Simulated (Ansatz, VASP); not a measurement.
**One calculation of AgI, two programs**

INCAR

```
SYSTEM = AgI
  PREC = Accurate
  ENCUT = 500
  EDIFF = 1E-6
  ISMEAR = -1
  SIGMA = 0.05
  LREAL = .False.
  LASPH = .True.
  NELM = 120
  ALGO = Normal
  ISIF = 2
  LWAVE = .False.
  LCHARG = .True.
  GGA = PS
  LELF = .True.
  LVHAR = .True.
  NBANDS = 16
  GGA_COMPAT = .False.
```

Contents of KPOINTS:

```
Automatic mesh
0
Gamma
  12 12 12
  0 0 0
```

The input POSCAR:

```
AgI
1.0
    0.0000000000      3.1147611774      3.1147611774
    3.1147611774      0.0000000000      3.1147611774
    3.1147611774      3.1147611774      0.0000000000
Ag I
1 1
Direct
    0.0000000000      0.0000000000      0.0000000000
    0.2500000000      0.2500000000      0.2500000000
```

Input for Ansatz:

```yaml
crystal:
  lattice:
    - [0.0, 3.1147611774, 3.1147611774]
    - [3.1147611774, 0.0, 3.1147611774]
    - [3.1147611774, 3.1147611774, 0.0]
  atoms:
    - { symbol: Ag, position: [0.0, 0.0, 0.0] }
    - { symbol: I, position: [0.25, 0.25, 0.25] }
kpoints:
  mp_grid: { grid: [12, 12, 12] }
scf:
  occupations: { method: fermi_dirac, width: 0.05 }
hamiltonian:
  xc: pbesol
  pseudopotentials: { kind: all_electron, lapw: { basis_error: 0.001 } }
output:
  forces: true
  stress: true
  eigenvalues: true
  populations: true
```

Change from the starting cell: volume scaled by 0.9, LAPW.

Alike in both runs: task single point; functional PBEsol; k mesh 12 × 12 × 12; occupations fermi-dirac, width 0.05 eV; no spin polarisation.

|  | VASP | Ansatz |
| --- | --- | --- |
| version | VASP 6.6.1 | Ansatz 0.2.0 |
| potentials or method | VASP PAW PBE potentials, release 64 (Ag, I), cutoff 500 eV | all-electron LAPW, scalar-relativistic |

VASP gave:

| Item | Value |
| --- | --- |
| pressure (GPa) | 4.7 |

Task: What did Ansatz give for the same quantities?

Result: Pressure (GPa): 4.8.

VASP's potentials were made for PBE, not for PBEsol. Ansatz ran all-electron here, and VASP with PAW potentials.

Neither program's run includes spin-orbit coupling.
